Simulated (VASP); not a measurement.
# TiPt3 (Pm-3m) in VASP: a series of runs

The runs below take TiPt3 through single point, with PBEsol, LDA, PBE.

Program: VASP 6.6.1. These are calculated values, not measurements. Logs are shortened: lines on timing, memory, paths and dates and some standing lists are left out, and cuts for length are marked.

### Step 1. The cell of the first run

Symmetry: Pm-3m, No. 221, cubic system. Conventional cell: a = 3.897 Å, b = 3.897 Å, c = 3.897 Å, α = 90.00°, β = 90.00°, γ = 90.00°. Pt (site symmetry 4/mmm) has 8 Pt at 2.76 Å and 4 Ti at 2.76 Å within 3.6 Å. Ti (site symmetry m-3m) has 12 Pt at 2.76 Å within 3.6 Å.

### Step 2. Single point, PBEsol, non-collinear spin, zero start, spin-orbit coupling

Input file INCAR:

```
PREC = Accurate
ENCUT = 520
EDIFF = 1E-6
ISMEAR = -1
SIGMA = 0.05
LREAL = F
LASPH = T
NELM = 150
ALGO = Normal
ISIF = 2
LWAVE = F
LCHARG = F
MAGMOM = 0 0 0 0 0 0 0 0 0 0 0 0
LORBIT = 11
LSORBIT = T
GGA_COMPAT = F
LORBMOM = T
LMAXMIX = 4
GGA = PS
NBANDS = 56
```

Input file KPOINTS:

```
regular mesh
0
Gamma
  7 7 7
```

Input file POSCAR:

```
TiPt3
1.0
    3.8970000000      0.0000000000      0.0000000000
    0.0000000000      3.8970000000      0.0000000000
    0.0000000000      0.0000000000      3.8970000000
Pt Ti
3 1
Direct
    0.5000000000      0.5000000000      0.0000000000
    0.5000000000      0.0000000000      0.5000000000
    0.0000000000      0.5000000000      0.5000000000
    0.0000000000      0.0000000000      0.0000000000
```

Potentials or basis: VASP PAW PBE potentials, release 64 (Pt, Ti_sv).

Run with:

```bash
$ cat potpaw_PBE.64/Pt/POTCAR potpaw_PBE.64/Ti_sv/POTCAR > POTCAR
$ mpirun -np 1 vasp_ncl > vasp.out
```

OUTCAR:

```text
PREC = Accurate
   ENCUT = 520
   EDIFF = 1E-6
   ISMEAR = -1
   LREAL = F
   LASPH = T
   NELM = 150
   ISIF = 2
   LORBIT = 11
   LSORBIT = T
   GGA = PS

 ion  position               nearest neighbor table
   1  0.500  0.500  0.000-   2 2.76   3 2.76   4 2.76   2 2.76   3 2.76   2 2.76   4 2.76   2 2.76
                             3 2.76   4 2.76   3 2.76   4 2.76
   2  0.500  0.000  0.500-   1 2.76   3 2.76   4 2.76   1 2.76   4 2.76   1 2.76   3 2.76   1 2.76
                             3 2.76   4 2.76   4 2.76   3 2.76
   3  0.000  0.500  0.500-   1 2.76   2 2.76   4 2.76   1 2.76   4 2.76   2 2.76   4 2.76   4 2.76
                             1 2.76   2 2.76   1 2.76   2 2.76
   4  0.000  0.000  0.000-   1 2.76   2 2.76   3 2.76   2 2.76   3 2.76   1 2.76   3 2.76   3 2.76
                             1 2.76   2 2.76   2 2.76   1 2.76

  LATTYP: Found a simple cubic cell.
 ALAT       =     3.8970000000

  Lattice vectors:

 A1 = (   3.8970000000,   0.0000000000,   0.0000000000)
 A2 = (   0.0000000000,   3.8970000000,   0.0000000000)
 A3 = (   0.0000000000,   0.0000000000,   3.8970000000)

Analysis of symmetry for initial positions (statically):
=====================================================================
 Subroutine PRICEL returns:
 Original cell was already a primitive cell.

 Routine SETGRP: Setting up the symmetry group for a
 simple cubic supercell.

 Subroutine GETGRP returns: Found 48 space group operations
 (whereof 48 operations were pure point group operations)
 out of a pool of 48 trial point group operations.

The static configuration has the point symmetry O_h .

Analysis of symmetry for dynamics (positions and initial velocities):
=====================================================================
 Subroutine PRICEL returns:
 Original cell was already a primitive cell.

 Routine SETGRP: Setting up the symmetry group for a
 simple cubic supercell.

 Subroutine GETGRP returns: Found 48 space group operations
 (whereof 48 operations were pure point group operations)
 out of a pool of 48 trial point group operations.

The dynamic configuration has the point symmetry O_h .

Analysis of structural, dynamic, and magnetic symmetry:
=====================================================================
 Subroutine PRICEL returns:
 Original cell was already a primitive cell.

 Routine SETGRP: Setting up the symmetry group for a
 simple cubic supercell.

 Subroutine GETGRP returns: Found 48 space group operations
[... 1327 lines left out ...]
    total drift:                                0.000000      0.000000      0.000000

  FREE ENERGIE OF THE ION-ELECTRON SYSTEM (eV)
  ---------------------------------------------------
  free  energy   TOTEN  =       -33.8366307526 eV

  energy  without entropy=      -33.8262307686  energy(sigma->0) =      -33.83143076

 orbital moment (x)

 # of ion     p       d       tot
 ----------------------------------------
  1        -0.000  -0.000  -0.000
  2         0.000  -0.000  -0.000
  3        -0.000   0.000   0.000
  4         0.000   0.000   0.000
 ----------------------------------------
            0.000  -0.000  -0.000

 orbital moment (y)

 # of ion     p       d       tot
 ----------------------------------------
  1         0.000  -0.000  -0.000
  2        -0.000  -0.000  -0.000
  3        -0.000   0.000   0.000
  4         0.000   0.000   0.000
 ----------------------------------------
           -0.000  -0.000  -0.000

 orbital moment (z)

 # of ion     p       d       tot
 ----------------------------------------
  1         0.000  -0.000  -0.000
  2         0.000   0.000   0.000
  3        -0.000   0.000  -0.000
  4         0.000  -0.000  -0.000
 ----------------------------------------
           -0.000   0.000   0.000

 Spin-Orbit-Coupling matrix elements

 Ion:    1  E_soc:     -0.7186042
 l=   1
     0.0000000    -0.0373312    -0.0391472
    -0.0373312     0.0000000    -0.0373312
    -0.0391472    -0.0373312     0.0000000
 l=   2
     0.0000000    -0.0149790     0.0000000    -0.0149790    -0.0610390
    -0.0149790     0.0000000    -0.0494645    -0.0135306    -0.0210180
     0.0000000    -0.0494645     0.0000000    -0.0494645     0.0000000
    -0.0149790    -0.0135306    -0.0494645     0.0000000    -0.0210180
    -0.0610390    -0.0210180     0.0000000    -0.0210180     0.0000000
 l=   3
     0.0000000     0.0000000     0.0000000     0.0000000     0.0000000     0.0000000     0.0000000
     0.0000000     0.0000000     0.0000000     0.0000000     0.0000000     0.0000000     0.0000000
     0.0000000     0.0000000     0.0000000     0.0000000     0.0000000     0.0000000     0.0000000
     0.0000000     0.0000000     0.0000000     0.0000000     0.0000000     0.0000000     0.0000000
[... 49 lines left out ...]
 l=   2
     0.0000000    -0.0001242     0.0000000    -0.0001242    -0.0001671
    -0.0001242     0.0000000    -0.0001253    -0.0001242    -0.0000418
     0.0000000    -0.0001253     0.0000000    -0.0001253     0.0000000
    -0.0001242    -0.0001242    -0.0001253     0.0000000    -0.0000418
    -0.0001671    -0.0000418     0.0000000    -0.0000418     0.0000000
 l=   3
     0.0000000     0.0000000     0.0000000     0.0000000     0.0000000     0.0000000     0.0000000
     0.0000000     0.0000000     0.0000000     0.0000000     0.0000000     0.0000000     0.0000000
     0.0000000     0.0000000     0.0000000     0.0000000     0.0000000     0.0000000     0.0000000
     0.0000000     0.0000000     0.0000000     0.0000000     0.0000000     0.0000000     0.0000000
     0.0000000     0.0000000     0.0000000     0.0000000     0.0000000     0.0000000     0.0000000
     0.0000000     0.0000000     0.0000000     0.0000000     0.0000000     0.0000000     0.0000000
     0.0000000     0.0000000     0.0000000     0.0000000     0.0000000     0.0000000     0.0000000

 total charge

# of ion       s       p       d       tot
------------------------------------------
    1        0.697   0.702   8.045   9.444
    2        0.697   0.702   8.045   9.444
    3        0.697   0.702   8.045   9.444
    4        2.215   6.165   1.804  10.184
--------------------------------------------------
tot          4.305   8.270  25.940  38.515

 magnetization (x)

# of ion       s       p       d       tot
------------------------------------------
    1        0.000  -0.000   0.000  -0.000
    2        0.000   0.000   0.000   0.000
    3        0.000  -0.000   0.000  -0.000
    4        0.000   0.000   0.000   0.000
--------------------------------------------------
tot          0.000  -0.000   0.000  -0.000

 magnetization (y)

# of ion       s       p       d       tot
------------------------------------------
    1       -0.000  -0.000   0.000  -0.000
    2       -0.000   0.000  -0.000  -0.000
    3       -0.000   0.000  -0.000  -0.000
    4       -0.000  -0.000   0.000  -0.000
--------------------------------------------------
tot         -0.000   0.000  -0.000  -0.000

 magnetization (z)

# of ion       s       p       d       tot
------------------------------------------
    1       -0.000   0.000   0.000  -0.000
    2        0.000   0.000   0.000   0.000
    3       -0.000  -0.000  -0.000  -0.000
    4        0.000   0.000   0.000   0.000
--------------------------------------------------
tot         -0.000  -0.000   0.000   0.000
```

OSZICAR:

```text
N       E                     dE             d eps       ncg     rms          rms(c)
DAV:   1     0.423966514534E+03    0.42397E+03   -0.20184E+04  2240   0.164E+03
DAV:   2     0.717933748521E+01   -0.41679E+03   -0.39480E+03  2288   0.443E+02
DAV:   3    -0.343383385476E+02   -0.41518E+02   -0.38088E+02  3080   0.127E+02
DAV:   4    -0.371295196833E+02   -0.27912E+01   -0.27634E+01  2952   0.300E+01
DAV:   5    -0.372422703780E+02   -0.11275E+00   -0.11272E+00  2936   0.511E+00    0.254E+01
DAV:   6    -0.349672688608E+02    0.22750E+01   -0.89812E+00  2800   0.300E+01    0.136E+01
DAV:   7    -0.349834845204E+02   -0.16216E-01   -0.13770E+01  2816   0.309E+01    0.119E+01
DAV:   8    -0.339802794910E+02    0.10032E+01   -0.63842E-01  2504   0.107E+01    0.511E+00
DAV:   9    -0.338362367063E+02    0.14404E+00   -0.34296E-01  3416   0.467E+00    0.188E+00
DAV:  10    -0.338676026536E+02   -0.31366E-01   -0.73123E-02  2928   0.172E+00    0.173E+00
DAV:  11    -0.338363779629E+02    0.31225E-01   -0.68216E-02  2680   0.250E+00    0.221E-01
DAV:  12    -0.338376365989E+02   -0.12586E-02   -0.27330E-03  2416   0.576E-01    0.318E-01
DAV:  13    -0.338366189282E+02    0.10177E-02   -0.19807E-03  2928   0.431E-01    0.316E-02
DAV:  14    -0.338366301405E+02   -0.11212E-04   -0.96164E-05  2656   0.651E-02    0.146E-02
DAV:  15    -0.338366307526E+02   -0.61212E-06   -0.27612E-06  2424   0.134E-02
   1 F= -.33836631E+02 E0= -.33831431E+02  d E =-.104000E-01  mag=    -0.0000    -0.0000     0.0000
```

It took 82 s on 1 thread of AMD EPYC 9R45 (Zen 5), shared host; peak memory 0.3 GiB.

Results:

```
Free energy                                           : -33.8366 eV
Pressure                                              : 0.0 GPa
Net moment                                            : 0.00 μB per cell
Valence electrons inside the program's atomic spheres : Pt 9.44; Ti 10.18
```

Moments on the atoms (μB; x, y, z):
```
Pt  0.00 0.00 0.00
Pt  0.00 0.00 0.00
Pt  0.00 0.00 0.00
Ti  0.00 0.00 0.00
```

Caveat: the PAW data sets were made with another functional, which shifts forces and pressure a little.

### Step 3. Single point, LDA

This run uses another cell than the first one, of 13.91 Å³/atom.

Input file INCAR:

```
SYSTEM = TiPt3
ALGO = Normal ; EDIFF = 1E-6
ENCUT = 520 ; GGA = CA
ISIF = 2 ; ISMEAR = -1
LASPH = .TRUE. ; LCHARG = .FALSE.
LREAL = .FALSE. ; LWAVE = .FALSE.
NBANDS = 29 ; NELM = 100
PREC = Accurate ; SIGMA = 0.05
```

Input file KPOINTS:

```
k-points
0
G
  7 7 7
  0 0 0
```

Input file POSCAR:

```
TiPt3
1.0
    3.8174470657      0.0000000000      0.0000000000
    0.0000000000      3.8174470657      0.0000000000
    0.0000000000      0.0000000000      3.8174470657
Pt Ti
3 1
Direct
    0.5000000000      0.5000000000      0.0000000000
    0.5000000000      0.0000000000      0.5000000000
    0.0000000000      0.5000000000      0.5000000000
    0.0000000000      0.0000000000      0.0000000000
```

Potentials or basis: VASP PAW LDA potentials, release 64 (Pt, Ti_sv).

Run with:

```bash
$ cat potpaw_LDA.64/Pt/POTCAR potpaw_LDA.64/Ti_sv/POTCAR > POTCAR
$ mpirun -np 1 vasp_std > vasp.out
```

OUTCAR:

```text
SYSTEM = TiPt3
   EDIFF = 1E-6
   ENCUT = 520
   GGA = CA
   ISIF = 2
   ISMEAR = -1
   LASPH = .TRUE.
   LREAL = .FALSE.
   NELM = 100
   PREC = Accurate

 ion  position               nearest neighbor table
   1  0.500  0.500  0.000-   2 2.70   3 2.70   4 2.70   2 2.70   3 2.70   2 2.70   4 2.70   2 2.70
                             3 2.70   4 2.70   3 2.70   4 2.70
   2  0.500  0.000  0.500-   1 2.70   3 2.70   4 2.70   1 2.70   4 2.70   1 2.70   3 2.70   1 2.70
                             3 2.70   4 2.70   4 2.70   3 2.70
[... 836 lines left out ...]
  Direction    XX          YY          ZZ          XY          YZ          ZX
  --------------------------------------------------------------------------------------
  -------------------------------------------------------------------------------------
  Total        5.0565064      5.0565064      5.0565064     -0.0000000      0.0000000     -0.0000000
  in kB      145.6270562    145.6270562    145.6270562     -0.0000000      0.0000000     -0.0000000
  external PRESSURE =     145.6270562 kB  Pullay stress =       0.0000000 kB

 VOLUME and BASIS-vectors are now :
 -----------------------------------------------------------------------------
  energy-cutoff  :      520.00
  volume of cell :       55.63
      direct lattice vectors                 reciprocal lattice vectors
     3.817447066  0.000000000  0.000000000     0.261955171  0.000000000  0.000000000
     0.000000000  3.817447066  0.000000000     0.000000000  0.261955171  0.000000000
     0.000000000  0.000000000  3.817447066     0.000000000  0.000000000  0.261955171

 POSITION                                       TOTAL-FORCE (eV/Angst)
 -----------------------------------------------------------------------------------
      1.90872      1.90872      0.00000         0.000000      0.000000      0.000000
      1.90872      0.00000      1.90872         0.000000      0.000000      0.000000
      0.00000      1.90872      1.90872         0.000000      0.000000      0.000000
      0.00000      0.00000      0.00000         0.000000      0.000000      0.000000
 -----------------------------------------------------------------------------------
    total drift:                                0.000000      0.000000      0.000000

  FREE ENERGIE OF THE ION-ELECTRON SYSTEM (eV)
  ---------------------------------------------------
  free  energy   TOTEN  =       -34.5127330145 eV

  energy  without entropy=      -34.4995886142  energy(sigma->0) =      -34.50616081
```

stdout:

```text
POSCAR found type information on POSCAR PtTi
 POSCAR found :  2 types and       4 ions
 scaLAPACK will be used
 LDA part: xc-table for (Slater(with rela. corr.)+CA(PZ))
 , standard interpolation
 POSCAR, INCAR and KPOINTS ok, starting setup
 FFT: planning ... GRIDC
 FFT: planning ... GRID_SOFT
 FFT: planning ... GRID
 WAVECAR not read
 entering main loop
```

Run time: 23 s. Hardware: 1 thread of Intel Xeon Platinum 8259CL at 2.50GHz (Skylake/Cascade Lake), shared host; peak memory 0.16 GiB.

What came out:

- Free energy: -34.5127 eV
- Pressure: 14.6 GPa
- Band gap on the k mesh: zero (bands 21 and 22 overlap by 1.69 eV)

Caveat: the cell stands under pressure; spin-orbit coupling is left out, which moves the levels of the heavy elements.

### Step 4. Single point, PBE

This run uses another cell than the first one, of 13.91 Å³/atom.

Input file INCAR:

```
SYSTEM = TiPt3
  PREC = Accurate
  ENCUT = 520
  EDIFF = 1E-6
  ISMEAR = -1
  SIGMA = 0.05
  LREAL = .FALSE.
  LASPH = .TRUE.
  NELM = 80
  ALGO = Normal
  ISIF = 2
  LWAVE = .FALSE.
  LCHARG = .FALSE.
  GGA = PE
  NBANDS = 29
```

Input file KPOINTS:

```
regular mesh
0
G
  7 7 7
  0 0 0
```

POSCAR is that of step 3.

Potentials or basis: VASP PAW PBE potentials, release 64 (Pt, Ti_sv).

Run with:

```bash
$ cat potpaw_PBE.64/Pt/POTCAR potpaw_PBE.64/Ti_sv/POTCAR > POTCAR
$ mpirun -np 1 vasp_std > vasp.out
```

Wall time 27 s (1 thread of Intel Xeon Platinum 8259CL at 2.50GHz (Skylake/Cascade Lake), shared host); peak memory 0.17 GiB.

Results (log left out):

```
Free energy            : -29.0540 eV
Pressure               : 30.1 GPa
Band gap on the k mesh : zero (bands 21 and 22 overlap by 1.70 eV)
```

Levels at points of the mesh, in eV from the Fermi level:
```
           k point  band 19  band 20  band 21  band 22  band 23  band 24
(0.00, 0.00, 0.00)     0.06     0.06     1.51     1.51     1.54     1.54
```

Caveat: the cell stands under pressure; spin-orbit coupling is left out, which moves the levels of the heavy elements.

[end of part 1 of 2]
